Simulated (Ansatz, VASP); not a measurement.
# Two plane-wave programs on SiC

Contents of INCAR:

```
PREC = Accurate
ENCUT = 520
EDIFF = 1E-6
ISMEAR = 0
SIGMA = 0.028999999999999998
LREAL = False
LASPH = True
NELM = 60
ALGO = Normal
ISIF = 2
LWAVE = False
LCHARG = True
GGA = PE
LELF = True
LVHAR = True
NBANDS = 16
```

File KPOINTS:

```
Automatic mesh
0
Gamma
  10 10 5
```

File POSCAR:

```
SiC
1.0
    3.0760000000      0.0000000000      0.0000000000
   -1.5380000000      2.6638941420      0.0000000000
    0.0000000000      0.0000000000      5.0480000000
Si C
2 2
Direct
    0.6666666667      0.3333333333      0.5000000000
    0.3333333333      0.6666666667      0.0000000000
    0.6666666667      0.3333333333      0.8850000000
    0.3333333333      0.6666666667      0.3850000000
```

File input.yaml:

```yaml
crystal:
  lattice:
    - [3.076, 0.0, 0.0]
    - [-1.538, 2.663894142, 0.0]
    - [0.0, 0.0, 5.048]
  atoms:
    - { symbol: Si, position: [0.6666666667, 0.3333333333, 0.5] }
    - { symbol: Si, position: [0.3333333333, 0.6666666667, 0.0] }
    - { symbol: C, position: [0.6666666667, 0.3333333333, 0.885] }
    - { symbol: C, position: [0.3333333333, 0.6666666667, 0.385] }
hamiltonian:
  xc: pbe
  pseudopotentials: { kind: paw }
kpoints:
  mp_grid: { grid: [10, 10, 5] }
scf:
  occupations: { method: gaussian, width: 0.029 }
output:
  forces: true
  stress: true
  eigenvalues: true
```

Alike in both runs: task single point; functional PBE; k mesh 10 × 10 × 5; occupations gaussian, width 0.029 eV; no spin polarisation.

```csv
,VASP,Ansatz
version,VASP 6.6.1,Ansatz 0.2.0
potentials or method,"VASP PAW PBE potentials, release 64 (Si, C)",Ansatz PAW
plane-wave cutoff (eV),520,420
valence electrons in the cell,16,16
```

Ansatz gave:

```
gap on the k mesh at the Fermi level (eV)                     : 2.48
least direct gap on the mesh (eV)                             : 4.08
pressure (GPa)                                                : 3.7
traceless stress, the component that is largest in VASP (GPa) : -3.24
rms of the force components (eV/Å)                            : 0.435
```

Question: What did VASP give for the same quantities?

Answer: gap on the k mesh at the Fermi level (eV): 2.48; least direct gap on the mesh (eV): 4.08; pressure (GPa): 3.6; traceless stress, the component that is largest in VASP (GPa): -3.22; rms of the force components (eV/Å): 0.435.

Atom by atom the forces differ by 0.000 eV/Å (rms over components).

Noted on Ansatz's run: odd divisions of the mesh miss points on the zone boundary, where band edges often lie, so the gap on the mesh can be too wide.
